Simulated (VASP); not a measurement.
**CaO: relaxation of cell and atoms with PBEsol**

CaO:

```xyz
2
Lattice="0.0000 2.3835 2.3835 2.3835 0.0000 2.3835 2.3835 2.3835 0.0000" Properties=species:S:1:pos:R:3 pbc="T T T"
Ca    0.0000    0.0000    0.0000
O     2.3835    2.3835    2.3835
```

```yaml
Program: VASP 6.6.1
Task: relaxation of cell and atoms
Functional: PBEsol
Potentials_or_basis: VASP PAW PBE potentials, release 64 (Ca_sv, O)
Cutoff: 600 eV
k_mesh: 8 × 8 × 8
Occupations: gaussian, width 0.01 eV
Spin: no spin polarisation
Target_pressure: 1 GPa
Dipole_correction: no
Further_INCAR_settings: ALGO = Normal; EDIFF = 1e-07; IBRION = 2; EDIFFG = -0.001; NSW = 80; ISIF = 3
```

```json
{
  "Relaxed volume": "13.49 Å³/atom",
  "Relaxed cell": "a = 3.367 Å, b = 3.367 Å, c = 3.367 Å, α = 60.00°, β = 60.00°, γ = 60.00°",
  "Space group after relaxing (to 0.05 Å)": "Fm-3m (No. 225)",
  "Energy change on relaxing (the enthalpy is what falls)": "+0.2 meV/atom",
  "Ionic steps": "7",
  "Pressure after relaxing": "1.0 GPa",
  "Band gap on the k mesh": "3.52 eV, indirect (least direct gap 3.89 eV)"
}
```

Step by step:
```
step  energy change (eV)  largest force (eV/Å)  pressure (GPa)  volume (Å³)
   1              0.0000                0.0000            0.57        27.08
   2              0.0008                0.0000            1.20        26.94
   3              0.0005                0.0000            1.03        26.99
   4              0.0004                0.0000            0.98        26.99
   5              0.0005                0.0000            0.99        26.99
   6              0.0005                0.0000            0.99        26.99
   7              0.0005                0.0000            0.99        26.99
```

Final structure:
```xyz
2
Lattice="0.0000 2.3807 2.3807 2.3807 0.0000 2.3807 2.3807 2.3807 0.0000" Properties=species:S:1:pos:R:3 pbc="T T T"
Ca    0.0000    0.0000    0.0000
O     2.3807    2.3807    2.3807
```

Levels at points of the mesh, in eV from the valence-band top:
```csv
k point,band 5,band 6,band 7,band 8,band 9,band 10,band 11,band 12
"(0.00, 0.00, 0.00)",-15.50,0.00,0.00,0.00,4.79,6.26,6.26,6.26
"(0.50, 0.00, 0.00)",-14.13,-2.76,-1.28,-1.28,7.15,8.53,8.53,8.55
"(0.50, 0.50, 0.00)",-15.26,-1.31,-0.37,-0.37,3.52,8.26,9.09,9.79
```

It took 24 s on 1 thread of Intel(R) Xeon(R) 6975P-C (Granite Rapids), on a shared host, peak memory 0.17 GiB.

Caveat: the cell is relaxed towards a set pressure, so the enthalpy falls and the energy may rise; the PAW data sets were made with another functional, which shifts forces and pressure a little. A k mesh can miss the band edges.
